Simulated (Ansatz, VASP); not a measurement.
## Two plane-wave programs on SiC

Contents of INCAR:

```
SYSTEM = SiC
ALGO = Normal ; EDIFF = 1E-6
ENCUT = 520 ; GGA = PE
ISIF = 2 ; ISMEAR = 0
LASPH = .True. ; LCHARG = .True.
LELF = .True. ; LREAL = .False.
LVHAR = .True. ; LWAVE = .False.
NBANDS = 16 ; NELM = 80
PREC = Accurate ; SIGMA = 0.05
```

KPOINTS

```
k-points
0
Gamma
  12 12 6
  0 0 0
```

File POSCAR:

```
SiC
1.0
    3.0920366030      0.0000000000      0.0000000000
   -1.5460183015      2.6777822476      0.0000000000
    0.0000000000      0.0000000000      5.0738984874
Si C
2 2
Direct
    0.3333333333      0.6666666667      0.0045639005
    0.6666666667      0.3333333333      0.5045639005
    0.3333333333      0.6666666667      0.3506168194
    0.6666666667      0.3333333333      0.8506168194
```

Input for Ansatz:

```yaml
crystal:
  lattice:
    - [3.092036603, 0.0, 0.0]
    - [-1.5460183015, 2.6777822476, 0.0]
    - [0.0, 0.0, 5.0738984874]
  atoms:
    - { symbol: Si, position: [0.3333333333, 0.6666666667, 0.0045639005] }
    - { symbol: Si, position: [0.6666666667, 0.3333333333, 0.5045639005] }
    - { symbol: C, position: [0.3333333333, 0.6666666667, 0.3506168194] }
    - { symbol: C, position: [0.6666666667, 0.3333333333, 0.8506168194] }
basis:
  ecutwfc: 520.0
kpoints:
  mp_grid: { grid: [12, 12, 6] }
hamiltonian:
  xc: pbe
  pseudopotentials: { kind: paw, azcp: { folder: soft_1 } }
scf:
  occupations: { method: gaussian, width: 0.05 }
output:
  forces: true
  stress: true
  eigenvalues: true
```

Alike in both runs: task single point; functional PBE; k mesh 12 × 12 × 6; occupations gaussian, width 0.05 eV; no spin polarisation.

```csv
,VASP,Ansatz
version,VASP 6.6.1,Ansatz 0.2.0
potentials or method,"VASP PAW PBE potentials, release 64 (Si, C), cutoff 520 eV","scalar-relativistic, plane waves, PAW"
valence electrons in the cell,16,16
```

Ansatz gave:

* gap on the k mesh at the Fermi level (eV): 1.26
* least direct gap on the mesh (eV): 3.62
* pressure (GPa): 2.9
* traceless stress, the component that is largest in VASP (GPa): 15.08
* rms of the force components (eV/Å): 2.069

**Question.** Which values does VASP return?

**Answer.** gap on the k mesh at the Fermi level (eV): 1.25; least direct gap on the mesh (eV): 3.61; pressure (GPa): 2.8; traceless stress, the component that is largest in VASP (GPa): 15.05; rms of the force components (eV/Å): 2.068.

Atom by atom the forces differ by 0.001 eV/Å (rms over components). The functional is the same, so the differences come from potentials, cutoffs and numerics.
